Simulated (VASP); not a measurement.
# Si (Fd-3m) in VASP: vibrations by perturbation theory with PBEsol

Aim: the vibrations by perturbation theory of Si with PBEsol.

Everything below comes from runs of VASP 6.6.1. Logs are shortened: lines on timing, memory, paths and dates and some standing lists are left out, and cuts for length are marked.

## 1. The cell of the first run

The structure is cubic, space group Fd-3m (No. 227). The conventional cell has a = 5.433 Å, b = 5.433 Å, c = 5.433 Å, α = 90.00°, β = 90.00°, γ = 90.00°. Si (site symmetry -43m) has 4 Si at 2.35 Å within 3.1 Å.

## 2. Vibrations by perturbation theory, PBEsol

Contents of INCAR:

```
  PREC = Accurate
  ENCUT = 520
  EDIFF = 1E-8
  ISMEAR = 0
  SIGMA = 0.01
  LREAL = F
  LASPH = T
  NELM = 60
  ALGO = Normal
  ISIF = 2
  LWAVE = F
  LCHARG = T
  GGA = PS
  NBANDS = 11
  IBRION = 8
  NSW = 1
  LEPSILON = T
```

Contents of KPOINTS:

```
Automatic mesh
0
Gamma
  12 12 12
```

Contents of POSCAR:

```
Si
1.0
    0.0000000000      2.7167311890      2.7167311890
    2.7167311890      0.0000000000      2.7167311890
    2.7167311890      2.7167311890      0.0000000000
Si
2
Direct
    0.5000000000      0.5000000000      0.5000000000
    0.7500000000      0.7500000000      0.7500000000
```

Potentials or basis: VASP PAW PBE potentials, release 64 (Si).

The run is started by

```console
cat potpaw_PBE.64/Si/POTCAR > POTCAR
mpirun -np 1 vasp_std > vasp.out
```

OUTCAR:

```text
PREC = Accurate
   ENCUT = 520
   EDIFF = 1E-8
   ISMEAR = 0
   LREAL = F
   LASPH = T
   NELM = 60
   ISIF = 2
   GGA = PS
   IBRION = 8
   NSW = 1
   LEPSILON = T

 ion  position               nearest neighbor table
   1  0.500  0.500  0.500-   2 2.35   2 2.35   2 2.35   2 2.35
   2  0.750  0.750  0.750-   1 2.35   1 2.35   1 2.35   1 2.35

  LATTYP: Found a face centered cubic cell.
 ALAT       =     5.4334623780

  Lattice vectors:

 A1 = (   0.0000000000,   2.7167311890,   2.7167311890)
 A2 = (   2.7167311890,   0.0000000000,   2.7167311890)
 A3 = (   2.7167311890,   2.7167311890,   0.0000000000)

Analysis of symmetry for initial positions (statically):
=====================================================================
 Subroutine PRICEL returns:
 Original cell was already a primitive cell.

 Routine SETGRP: Setting up the symmetry group for a
 face centered cubic supercell.

 Subroutine GETGRP returns: Found 48 space group operations
 (whereof 24 operations were pure point group operations)
 out of a pool of 48 trial point group operations.

The static configuration has the point symmetry T_d .
 The point group associated with its full space group is O_h .

Analysis of symmetry for dynamics (positions and initial velocities):
=====================================================================
 Subroutine PRICEL returns:
 Original cell was already a primitive cell.

 Routine SETGRP: Setting up the symmetry group for a
 face centered cubic supercell.

 Subroutine GETGRP returns: Found 48 space group operations
 (whereof 24 operations were pure point group operations)
 out of a pool of 48 trial point group operations.

The dynamic configuration has the point symmetry T_d .
 The point group associated with its full space group is O_h .

 Subroutine INISYM returns: Found 48 space group operations
 (whereof 24 operations are pure point group operations),
 and found     1 'primitive' translations

----------------------------------------------------------------------------------------

                                     Primitive cell

  volume of cell :      40.1024

  direct lattice vectors                    reciprocal lattice vectors
     0.000000000  2.716731189  2.716731189    -0.184044709  0.184044709  0.184044709
     2.716731189  0.000000000  2.716731189     0.184044709 -0.184044709  0.184044709
     2.716731189  2.716731189  0.000000000     0.184044709  0.184044709 -0.184044709

  length of vectors
     3.842038093  3.842038093  3.842038093     0.318774786  0.318774786  0.318774786

  position of ions in fractional coordinates (direct lattice)
     0.500000000  0.500000000  0.500000000
     0.750000000  0.750000000  0.750000000

  ion indices of the primitive-cell ions
   primitive index   ion index
                 1           1
                 2           2

----------------------------------------------------------------------------------------

 KPOINTS: Automatic mesh

Automatic generation of k-mesh.
 Grid dimensions read from file:
 generate k-points for:   12   12   12

 Generating k-lattice:

  Cartesian coordinates                     Fractional coordinates (reciprocal lattice)
    -0.015337059  0.015337059  0.015337059     0.083333333  0.000000000  0.000000000
     0.015337059 -0.015337059  0.015337059     0.000000000  0.083333333  0.000000000
     0.015337059  0.015337059 -0.015337059     0.000000000  0.000000000  0.083333333

  Length of vectors
     0.026564566  0.026564566  0.026564566

  Shift w.r.t. Gamma in fractional coordinates (k-lattice)
[... 446 lines left out ...]
  external PRESSURE =       1.1528549 kB  Pullay stress =       0.0000000 kB

 VOLUME and BASIS-vectors are now :
 -----------------------------------------------------------------------------
  energy-cutoff  :      520.00
  volume of cell :       40.10
      direct lattice vectors                 reciprocal lattice vectors
     0.000000000  2.716731189  2.716731189    -0.184044709  0.184044709  0.184044709
     2.716731189  0.000000000  2.716731189     0.184044709 -0.184044709  0.184044709
     2.716731189  2.716731189  0.000000000     0.184044709  0.184044709 -0.184044709

 POSITION                                       TOTAL-FORCE (eV/Angst)
 -----------------------------------------------------------------------------------
      2.71673      2.71673      2.71673        -0.000000     -0.000000     -0.000000
      4.07510      4.07510      4.07510         0.000000      0.000000      0.000000
 -----------------------------------------------------------------------------------
    total drift:                                0.000000     -0.000000     -0.000000

  FREE ENERGIE OF THE ION-ELECTRON SYSTEM (eV)
  ---------------------------------------------------
  free  energy   TOTEN  =       -11.4932389649 eV

  energy  without entropy=      -11.4932389649  energy(sigma->0) =      -11.49323896

 HEAD OF MICROSCOPIC STATIC DIELECTRIC TENSOR (INDEPENDENT PARTICLE, excluding Hartree and local field effects)
 ------------------------------------------------------
          14.221597    -0.000000     0.000000
           0.000000    14.221597     0.000000
          -0.000000     0.000000    14.221597
 ------------------------------------------------------

 Free energy of the ion-electron system (eV)
  ---------------------------------------------------
  ---------------------------------------------------
  free energy    TOTEN  =        -1.47360411 eV

  energy without entropy =       -1.47360411

------------------------ aborting loop because EDIFF is reached ----------------------------------------

--------------------------------------- Ionic step        2  -------------------------------------------

------------------------ aborting loop because EDIFF is reached ----------------------------------------

--------------------------------------- Ionic step        3  -------------------------------------------

------------------------ aborting loop because EDIFF is reached ----------------------------------------

 PIEZOELECTRIC TENSOR FIELD DIRECTION 3  (e Angst)
 -----------------------------------------------------------------------------
     0.00115  0.00000  0.00000           (  0.00000  0.00000  0.00000)
    -0.00000  0.00115  0.00000           (  0.00000  0.00000  0.00000)
     0.00000  0.00000 -0.00718           (  0.00000  0.00000  0.00000)

 PIEZOELECTRIC TENSOR FIELD DIRECTION 3  (C/m^2)
 -----------------------------------------------------------------------------
     0.00046  0.00000  0.00000
    -0.00000  0.00046  0.00000
     0.00000  0.00000 -0.00287

--------------------------------------- Ionic step        4  -------------------------------------------

 Free energy of the ion-electron system (eV)
  ---------------------------------------------------
  ---------------------------------------------------
  free energy    TOTEN  =        -0.01728413 eV

  energy without entropy =       -0.01728413

------------------------ aborting loop because EDIFF is reached ----------------------------------------

 INTERNAL STRAIN TENSOR  FOR ION    1  DIRECTION 1   (eV/Angst):
 -----------------------------------------------------------------------------
    -0.00636  0.00000  0.00000
     0.00000  0.00391  9.60396
     0.00000  9.60396  0.00391

 MACROSCOPIC STATIC DIELECTRIC TENSOR (including local field effects in DFT)
 ------------------------------------------------------
          13.491029     0.000000     0.000000
          -0.000000    13.491029     0.000000
          -0.000000     0.000000    13.491029
 ------------------------------------------------------

 PIEZOELECTRIC TENSOR (including local field effects)  for field in x, y, z        (e  Angst)
          XX          YY          ZZ          XY          YZ          ZX
  --------------------------------------------------------------------------------
  x     0.00000     0.00000    -0.00000     0.00000     0.00000     0.00000
  y     0.00000     0.00000    -0.00000     0.00000     0.00000    -0.00000
  z     0.00000     0.00000     0.00000     0.00000     0.00000     0.00000

 PIEZOELECTRIC TENSOR (including local field effects)  for field in x, y, z        (C/m^2)
          XX          YY          ZZ          XY          YZ          ZX
  --------------------------------------------------------------------------------
  x     0.00000     0.00000    -0.00000     0.00000     0.00000     0.00000
  y     0.00000     0.00000    -0.00000     0.00000     0.00000    -0.00000
  z     0.00000     0.00000     0.00000     0.00000     0.00000     0.00000

 BORN EFFECTIVE CHARGES (including local field effects) (in |e|, cummulative output)
 ---------------------------------------------------------------------------------
 ion    1
    1     0.00000     0.00000     0.00000
    2     0.00000     0.00000    -0.00000
    3     0.00000    -0.00000     0.00000
 ion    2
    1     0.00000     0.00000     0.00000
    2     0.00000     0.00000     0.00000
    3    -0.00000     0.00000     0.00000

 INTERNAL STRAIN TENSOR FOR ION    2 for displacements in x,y,z  (eV/Angst):
          X           Y           Z          XY          YZ          ZX
  --------------------------------------------------------------------------------
  x     0.00000     0.00000     0.00000     0.00000    -9.60396     0.00000
  y    -0.00000     0.00000    -0.00000     0.00000     0.00000    -9.60396
  z     0.00000     0.00000     0.00000    -9.60396     0.00000     0.00000

 SECOND DERIVATIVES (NOT SYMMETRIZED)
 ------------------------------------
               1X          1Y          1Z          2X          2Y          2Z
  1X   -13.378548    0.000000    0.000000   13.378548    0.000000    0.000000
  1Y     0.000000  -13.378548    0.000000    0.000000   13.378548    0.000000
  1Z     0.000000    0.000000  -13.378548    0.000000    0.000000   13.378548
  2X    13.378548    0.000000    0.000000  -13.378548    0.000000    0.000000
  2Y     0.000000   13.378548    0.000000    0.000000  -13.378548    0.000000
  2Z     0.000000    0.000000   13.378548    0.000000    0.000000  -13.378548

 Eigenvectors and eigenvalues of the dynamical matrix
 ----------------------------------------------------

   1 f  =   15.259243 THz    95.876652 2PiTHz  508.993563 cm-1    63.107131 meV
             X         Y         Z           dx          dy          dz
      2.716731  2.716731  2.716731     0.000000    0.138675    0.693375
      4.075097  4.075097  4.075097     0.000000   -0.138675   -0.693375
[... 16 lines left out ...]
   5 f  =    0.000000 THz     0.000000 2PiTHz    0.000000 cm-1     0.000000 meV
             X         Y         Z           dx          dy          dz
      2.716731  2.716731  2.716731     0.707107    0.000000    0.000000
      4.075097  4.075097  4.075097     0.707107    0.000000    0.000000

   6 f/i=    0.000000 THz     0.000001 2PiTHz    0.000007 cm-1     0.000001 meV
             X         Y         Z           dx          dy          dz
      2.716731  2.716731  2.716731     0.000000    0.204908    0.676766
      4.075097  4.075097  4.075097     0.000000    0.204908    0.676766

--------------------------------------------------------------------------------------------------------

 MACROSCOPIC STATIC DIELECTRIC TENSOR IONIC CONTRIBUTION
 ------------------------------------------------------
           0.000000     0.000000     0.000000
           0.000000     0.000000     0.000000
           0.000000     0.000000     0.000000
 ------------------------------------------------------

 ELASTIC MODULI CONTR FROM IONIC RELAXATION (kBar)
 Direction    XX          YY          ZZ          XY          YZ          ZX
 --------------------------------------------------------------------------------
 XX          -0.0000     -0.0000     -0.0000      0.0000      0.0000     -0.0000
 YY          -0.0000     -0.0000     -0.0000      0.0000      0.0000      0.0000
 ZZ          -0.0000     -0.0000     -0.0000      0.0000      0.0000     -0.0000
 XY           0.0000      0.0000      0.0000   -275.4432      0.0000      0.0000
 YZ           0.0000      0.0000      0.0000      0.0000   -275.4432      0.0000
 ZX          -0.0000      0.0000     -0.0000      0.0000      0.0000   -275.4432
 --------------------------------------------------------------------------------

 PIEZOELECTRIC TENSOR IONIC CONTR  for field in x, y, z        (C/m^2)
          XX          YY          ZZ          XY          YZ          ZX
  --------------------------------------------------------------------------------
  x     0.00000     0.00000     0.00000     0.00000     0.00000     0.00000
  y     0.00000     0.00000     0.00000    -0.00000     0.00000     0.00000
  z    -0.00000     0.00000    -0.00000     0.00000     0.00000    -0.00000
```

Run time: 13 min. Hardware: 1 thread of AMD EPYC 7R43 (Zen 3), shared host; peak memory 0.34 GiB.

Results:

| Property | Result |
| --- | --- |
| Electronic dielectric tensor (diagonal) | 13.49 |
| Born charges (mean of the diagonal) | Si +0.00 e |
| Highest phonon frequency at Γ | 509 cm⁻¹ |

Phonon frequencies in cm⁻¹ (negative: imaginary):
```csv
q point,frequencies
"(0.000, 0.000, 0.000)",0 0 0 509 509 509
```

Electronic dielectric tensor:
```
13.49  0.00  0.00
 0.00 13.49  0.00
 0.00  0.00 13.49
```

Born effective charge tensors (e):
atom 1, Si
```
0.00 0.00 0.00
0.00 0.00 0.00
0.00 0.00 0.00
```
atom 2, Si
```
0.00 0.00 0.00
0.00 0.00 0.00
0.00 0.00 0.00
```

Caveat: the PAW data sets were made with another functional, which shifts forces and pressure a little.
